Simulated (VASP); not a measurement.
## La: single point with BLYP

The system is La.

```
La
1.0
    -2.07646    2.07646    2.07646
     2.07646   -2.07646    2.07646
     2.07646    2.07646   -2.07646
La
1
Direct
  0.00000 0.00000 0.00000
```

This isn't the form of La at room conditions, which is double hcp.

```yaml
Program: VASP 6.6.1
Task: single point
Functional: BLYP
Potentials_or_basis: VASP PAW PBE potentials, release 64 (La)
Cutoff: 520 eV
k_mesh: 12 × 12 × 12
Occupations: fermi-dirac, width 0.1 eV
Spin: no spin polarisation
```

- Pressure: 3.9 GPa
- Band gap on the k mesh: zero (an odd number of electrons rules out a gap without spin polarisation)

Levels at points of the mesh, in eV from the Fermi level:
| k point | band 4 | band 5 | band 6 | band 7 | band 8 | band 9 |
| --- | --- | --- | --- | --- | --- | --- |
| (0.00, 0.00, 0.00) | -15.79 | -3.05 | 1.38 | 1.38 | 1.38 | 1.47 |
| (0.50, 0.00, 0.00) | -15.82 | -1.82 | -0.24 | 1.39 | 1.53 | 1.74 |
| (0.50, 0.50, 0.50) | -16.81 | -1.96 | -1.96 | 1.53 | 1.72 | 1.72 |

It took 45 s on 1 thread of Intel(R) Xeon(R) Platinum 8375C CPU @ 2.90GHz (Ice Lake) (shared host), peak memory 0.19 GiB.

Caveat: the cell stands under pressure; the PAW data sets were made with another functional, which shifts forces and pressure a little; spin-orbit coupling is left out, which moves the levels of the heavy elements.
